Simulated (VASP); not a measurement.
Crystal: Si2Mo.

```xyz
9
Lattice="4.5855 0.0000 0.0000 -2.2927 3.9711 0.0000 0.0000 0.0000 6.5798" Properties=species:S:1:pos:R:3 pbc="T T T"
Mo    1.1464    1.9856    5.4831
Mo   -1.1464    1.9856    1.0966
Mo    2.2927    0.0000    3.2899
Si    0.0000    1.3015    3.2899
Si    1.1656    3.3204    1.0966
Si    3.4583    0.6508    5.4831
Si    2.2927    2.6696    3.2899
Si    1.1272    0.6508    1.0966
Si   -1.1656    3.3204    5.4831
```

| Item | Value |
| --- | --- |
| Program | VASP 6.6.1 |
| Task | relaxation of cell and atoms |
| Functional | PBE |
| Potentials or basis | VASP PAW PBE potentials, release 64 (Mo_sv, Si) |
| Cutoff | 600 eV |
| k mesh | 5 × 5 × 3 |
| Occupations | fermi-dirac, width 0.05 eV |
| Spin | no spin polarisation |

At the start: pressure 3.6 GPa; volume 13.31 Å³/atom.

Problem. Where does the relaxation end?

Solution. Over 5 steps the energy falls by 2.5 meV/atom and the volume is 13.54 Å³/atom (+1.7 %); space group P6_222 (No. 180, to 0.1 Å) before and after.

The path:
```tsv
step	energy change (eV)	largest force (eV/Å)	pressure (GPa)	volume (Å³)
1	0.0000	0.0118	3.62	119.81
2	0.0306	0.0183	-5.14	125.10
3	-0.0227	0.0139	-0.03	121.86
4	-0.0226	0.0139	0.04	121.82
5	-0.0229	0.0024	0.05	121.83
```

Final structure:
```yaml
crystal:
  lattice:
    - [4.61462, 0.00000, 0.00000]
    - [-2.30731, 3.99638, 0.00000]
    - [0.00000, 0.00000, 6.60627]
  atoms:
    - { symbol: Mo, position: [0.50000, 0.50000, 0.83333] }
    - { symbol: Mo, position: [0.00000, 0.50000, 0.16667] }
    - { symbol: Mo, position: [0.50000, 0.00000, 0.50000] }
    - { symbol: Si, position: [0.16397, 0.32795, 0.50000] }
    - { symbol: Si, position: [0.67205, 0.83603, 0.16667] }
    - { symbol: Si, position: [0.83603, 0.16397, 0.83333] }
    - { symbol: Si, position: [0.83603, 0.67205, 0.50000] }
    - { symbol: Si, position: [0.32795, 0.16397, 0.16667] }
    - { symbol: Si, position: [0.16397, 0.83603, 0.83333] }
```
